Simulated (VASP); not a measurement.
**AgI (wurtzite type): density of states with PBE**

The system is AgI (wurtzite type).

```xyz
4
Lattice="4.6857 0.0000 0.0000 -2.3429 4.0580 0.0000 0.0000 0.0000 7.6665" Properties=species:S:1:pos:R:3 pbc="T T T"
Ag    0.0000    2.7053    0.0046
Ag    2.3429    1.3527    3.8379
I     0.0000    2.7053    2.8780
I     2.3429    1.3527    6.7112
```

- Program: VASP 6.6.1
- Task: density of states
- Functional: PBE
- Potentials or basis: VASP PAW PBE potentials, release 64 (Ag, I)
- Cutoff: 400 eV
- k mesh: 10 × 10 × 6
- Occupations: fermi-dirac, width 0.05 eV
- Spin: no spin polarisation
- Dipole correction: no
- k mesh for the DOS: 15 × 15 × 9
- Occupations for the DOS: tetrahedron
- Further INCAR settings: ALGO = Normal; EDIFF = 1e-06

| Item | Value |
| --- | --- |
| Valence electrons inside the program's atomic spheres | Ag 9.78; I 4.28 |

Levels at points of the mesh, in eV from the valence-band top:
```
           k point  band 15  band 16  band 17  band 18  band 19  band 20  band 21  band 22
(0.00, 0.00, 0.00)    -0.63    -0.06     0.00     0.00     1.37     2.67     5.85     5.85
```

It took 2.6 min on 1 thread of AMD EPYC 9R45 96-Core Processor (Zen 5) (shared host), peak memory 0.38 GiB.

Caveat: spin-orbit coupling is left out, which moves the levels of the heavy elements.
